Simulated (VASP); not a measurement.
# Na (Im-3m) in VASP: further runs, part 2 of 2

VASP 6.6.1. The steps go on from the part before.

### 4 Single point, LDA (17.37 Å³/atom)

This run uses another cell than the first one, of 17.37 Å³/atom.

Input file INCAR:

```
  PREC = Accurate
  ENCUT = 520
  EDIFF = 1E-6
  ISMEAR = -1
  SIGMA = 0.05
  LREAL = F
  LASPH = T
  NELM = 100
  ALGO = Normal
  ISIF = 2
  LWAVE = F
  LCHARG = T
  LELF = T
  LVHAR = T
  NBANDS = 10
```

Input file KPOINTS:

```
Automatic mesh
0
Gamma
  13 13 13
```

Input file POSCAR:

```
Na
1.0
   -1.6313780109      1.6313780109      1.6313780109
    1.6313780109     -1.6313780109      1.6313780109
    1.6313780109      1.6313780109     -1.6313780109
Na
1
Direct
    0.0000000000      0.0000000000      0.0000000000
```

Potentials or basis: VASP PAW LDA potentials, release 64 (Na_pv).

Run with:

```sh
$ cat potpaw_LDA.64/Na_pv/POTCAR > POTCAR
$ mpirun -np 1 vasp_std > vasp.out
```

OUTCAR:

```text
PREC = Accurate
   ENCUT = 520
   EDIFF = 1E-6
   ISMEAR = -1
   LREAL = F
   LASPH = T
   NELM = 100
   ISIF = 2

 ion  position               nearest neighbor table
   1  0.000  0.000  0.000-

  LATTYP: Found a body centered cubic cell.
 ALAT       =     3.2627560218

  Lattice vectors:

 A1 = (  -1.6313780109,   1.6313780109,   1.6313780109)
 A2 = (   1.6313780109,  -1.6313780109,   1.6313780109)
 A3 = (   1.6313780109,   1.6313780109,  -1.6313780109)

Analysis of symmetry for initial positions (statically):
=====================================================================
 Subroutine PRICEL returns:
 Original cell was already a primitive cell.

 Routine SETGRP: Setting up the symmetry group for a
 body centered cubic supercell.

 Subroutine GETGRP returns: Found 48 space group operations
 (whereof 48 operations were pure point group operations)
 out of a pool of 48 trial point group operations.

The static configuration has the point symmetry O_h .

Analysis of symmetry for dynamics (positions and initial velocities):
=====================================================================
 Subroutine PRICEL returns:
 Original cell was already a primitive cell.

 Routine SETGRP: Setting up the symmetry group for a
 body centered cubic supercell.

 Subroutine GETGRP returns: Found 48 space group operations
 (whereof 48 operations were pure point group operations)
 out of a pool of 48 trial point group operations.

The dynamic configuration has the point symmetry O_h .

 Subroutine INISYM returns: Found 48 space group operations
 (whereof 48 operations are pure point group operations),
 and found     1 'primitive' translations

----------------------------------------------------------------------------------------

                                     Primitive cell

  volume of cell :      17.3670

  direct lattice vectors                    reciprocal lattice vectors
    -1.631378011  1.631378011  1.631378011     0.000000000  0.306489358  0.306489358
     1.631378011 -1.631378011  1.631378011     0.306489358  0.000000000  0.306489358
     1.631378011  1.631378011 -1.631378011     0.306489358  0.306489358  0.000000000

  length of vectors
     2.825629601  2.825629601  2.825629601     0.433441407  0.433441407  0.433441407

  position of ions in fractional coordinates (direct lattice)
     0.000000000  0.000000000  0.000000000

  ion indices of the primitive-cell ions
   primitive index   ion index
                 1           1

----------------------------------------------------------------------------------------

 KPOINTS: Automatic mesh

Automatic generation of k-mesh.
 Grid dimensions read from file:
 generate k-points for:   13   13   13

 Generating k-lattice:

  Cartesian coordinates                     Fractional coordinates (reciprocal lattice)
     0.000000000  0.023576104  0.023576104     0.076923077  0.000000000  0.000000000
     0.023576104  0.000000000  0.023576104     0.000000000  0.076923077  0.000000000
     0.023576104  0.023576104  0.000000000     0.000000000  0.000000000  0.076923077

  Length of vectors
     0.033341647  0.033341647  0.033341647

  Shift w.r.t. Gamma in fractional coordinates (k-lattice)
     0.000000000  0.000000000  0.000000000

 Subroutine IBZKPT returns following result:
 ===========================================

 Found     84 irreducible k-points:

 Following reciprocal coordinates:
            Coordinates               Weight
  0.000000  0.000000  0.000000      1.000000
  0.076923  0.000000  0.000000     12.000000
  0.153846  0.000000  0.000000     12.000000
  0.230769  0.000000  0.000000     12.000000
  0.307692  0.000000  0.000000     12.000000
  0.384615  0.000000  0.000000     12.000000
[... 16 lines left out ...]
  0.153846  0.076923  0.076923     24.000000
  0.230769  0.076923  0.076923     24.000000
 [... further k-points ...]
   k-points           NKPTS =     84   k-points in BZ     NKDIM =     84   number of bands    NBANDS=     10
   number of dos      NEDOS =    301   number of ions     NIONS =      1
   total plane-waves  NPLWV =  13824
   dimension x,y,z NGX =    24 NGY =   24 NGZ =   24
   dimension x,y,z NGXF=    48 NGYF=   48 NGZF=   48
   ions per type =               1
   NGX,Y,Z   is equivalent  to a cutoff of  14.12, 14.12, 14.12 a.u.
   NGXF,Y,Z  is equivalent  to a cutoff of  28.24, 28.24, 28.24 a.u.
 SYSTEM =  unknown system
   PREC   = accura    normal or accurate (medium, high low for compatibility)
   ISTART =      0    job   : 0-new  1-cont  2-samecut
   ICHARG =      2    charge: 1-file 2-atom 10-const
   ISPIN  =      1    spin polarized calculation?
   LNONCOLLINEAR =      F non collinear calculations
   LSORBIT =      F    spin-orbit coupling
   LASPH  =      T    aspherical Exc in radial PAW
   ENCUT  =  520.0 eV  38.22 Ry    6.18 a.u.   5.25  5.25  5.25*2*pi/ulx,y,z
   NELM   =    100;   NELMIN=  2; NELMDL= -5     # of ELM steps
   EDIFF  = 0.1E-05   stopping-criterion for ELM
   LREAL  =      F    real-space projection
   EDIFFG = 0.1E-04   stopping-criterion for IOM
   NSW    =      0    number of steps for IOM
   IBRION =     -1    ionic relax: 0-MD 1-quasi-New 2-CG
   NFREE  =      0    steps in history (QN), initial steepest desc. (CG)
   ISIF   =      2    stress and relaxation
   ISYM   =      2    0-nonsym 1-usesym 2-fastsym
   POTIM  = 0.5000    time-step for ionic-motion
   TEBEG  =    0.0;   TEEND  =   0.0 temperature during run
   PSTRESS=    0.0 pullay stress
   NELECT =       7.0000    total number of electrons
   NUPDOWN=      -1.0000    fix difference up-down
   EMIN   =  10.00;   EMAX   =-10.00  energy-range for DOS
   EFERMI =   0.00;   METHOD = LEGACY
   ISMEAR =    -1;   SIGMA  =   0.05  broadening in eV -4-tet -1-fermi 0-gaus
   EFERMI_NEDOS =   21; number of points for ismear=-14 and -15
   IALGO  =     38    algorithm
   IMIX   =      4    mixing-type and parameters
     AMIX     =   0.40;   BMIX     =  1.00
     AMIX_MAG =   1.60;   BMIX_MAG =  1.00
  volume/ion in A,a.u.               =      17.37       117.20
  Fermi-wavevector in a.u.,A,eV,Ry     =   1.209297  2.285240 19.897143  1.462399
  Thomas-Fermi vector in A             =   2.344879
   LORBIT       =      0    0 simple, 1 ext, 2 COOP (PROOUT), +10 PAW based schemes
   GGA     = CA    functional components
   LHFCALC =     F    Hartree Fock is set to
   AEXX    =    0.0000 exact exchange contribution
   IVDW    =     0    specifies the selected vdW correction
   LEPSILON=     F    determine dielectric tensor
   LRPA    =     F    only Hartree local field effects (RPA)
 non-spin polarized calculation
  energy-cutoff  :      520.00
  volume of cell :       17.37
 maximum number of plane-waves:       478
 NGX is ok and might be reduce to    24
   NGX = 11   NGY = 11   NGZ = 11

 number of electron       6.9999999 magnetization

 Free energy of the ion-electron system (eV)
  ---------------------------------------------------
  ext. energy  EPLUGINS =         0.00000000
  ---------------------------------------------------
  free energy    TOTEN  =        -0.85631091 eV

  energy without entropy =       -0.85287004  energy(sigma->0) =       -0.85459047

 E-fermi :   3.5859     XC(G=0):  -9.2978

 val. band max:        3.4522343851   @ k =  -0.3077   0.3077   0.3077
 cond. band min:       3.6017889705   @ k =  -0.3077   0.3846   0.2308
 fundamental gap:      0.1495545854
 Fermi energy:         3.5858544601

 k-point     1 :       0.0000    0.0000    0.0000
  band No.  band energies     occupation
      1     -21.4033      2.00000
      2     -21.4033      2.00000
      3     -21.4033      2.00000
      4      -1.8010      2.00000
      5      20.7257      0.00000
      6      20.7257      0.00000
      7      20.7257      0.00000
      8      22.5512      0.00000
      9      22.5512      0.00000
     10      23.7188      0.00000
[... 287 lines left out ...]
 k-point    24 :       0.2308    0.0769    0.0769
  band No.  band energies     occupation
      1     -21.6927      2.00000
      2     -21.4838      2.00000
      3     -21.4254      2.00000
      4       1.2969      2.00000
      5      10.7202      0.00000
      6      13.6506      0.00000
      7      17.7120      0.00000
      8      21.8531      0.00000
      9      23.4004      0.00000
     10      27.7146      0.00000

 [... further k-points ...]

------------------------ aborting loop because EDIFF is reached ----------------------------------------

  FORCE on cell =-STRESS in cart. coord.  units (eV):
  Direction    XX          YY          ZZ          XY          YZ          ZX
  --------------------------------------------------------------------------------------
  -------------------------------------------------------------------------------------
  Total        2.2048400      2.2048400      2.2048400      0.0000000      0.0000000     -0.0000000
  in kB      203.4060444    203.4060444    203.4060444      0.0000000      0.0000000     -0.0000000
  external PRESSURE =     203.4060444 kB  Pullay stress =       0.0000000 kB

 VOLUME and BASIS-vectors are now :
 -----------------------------------------------------------------------------
  energy-cutoff  :      520.00
  volume of cell :       17.37
      direct lattice vectors                 reciprocal lattice vectors
    -1.631378011  1.631378011  1.631378011     0.000000000  0.306489358  0.306489358
     1.631378011 -1.631378011  1.631378011     0.306489358  0.000000000  0.306489358
     1.631378011  1.631378011 -1.631378011     0.306489358  0.306489358  0.000000000

 POSITION                                       TOTAL-FORCE (eV/Angst)
 -----------------------------------------------------------------------------------
      0.00000      0.00000      0.00000         0.000000     -0.000000      0.000000
 -----------------------------------------------------------------------------------
    total drift:                               -0.000000      0.000000      0.000000

  FREE ENERGIE OF THE ION-ELECTRON SYSTEM (eV)
  ---------------------------------------------------
  free  energy   TOTEN  =        -0.8563109098 eV

  energy  without entropy=       -0.8528700384  energy(sigma->0) =       -0.85459047
```

stdout:

```text
POSCAR found type information on POSCAR Na
 POSCAR found :  1 types and       1 ions
 scaLAPACK will be used
 LDA part: xc-table for (Slater(with rela. corr.)+CA(PZ))
 , standard interpolation
 POSCAR, INCAR and KPOINTS ok, starting setup
 FFT: planning ... GRIDC
 FFT: planning ... GRID_SOFT
 FFT: planning ... GRID
 WAVECAR not read
 entering main loop
```

Run time: 22 s. Hardware: 1 thread of AMD EPYC 7R13, shared host; peak memory 0.1 GiB.

What came out:

| Item | Value |
| --- | --- |
| Free energy | -0.8563 eV |
| Pressure | 20.3 GPa |
| Band gap on the k mesh | zero (an odd number of electrons rules out a gap without spin polarisation) |

Caveat: the cell stands under pressure.
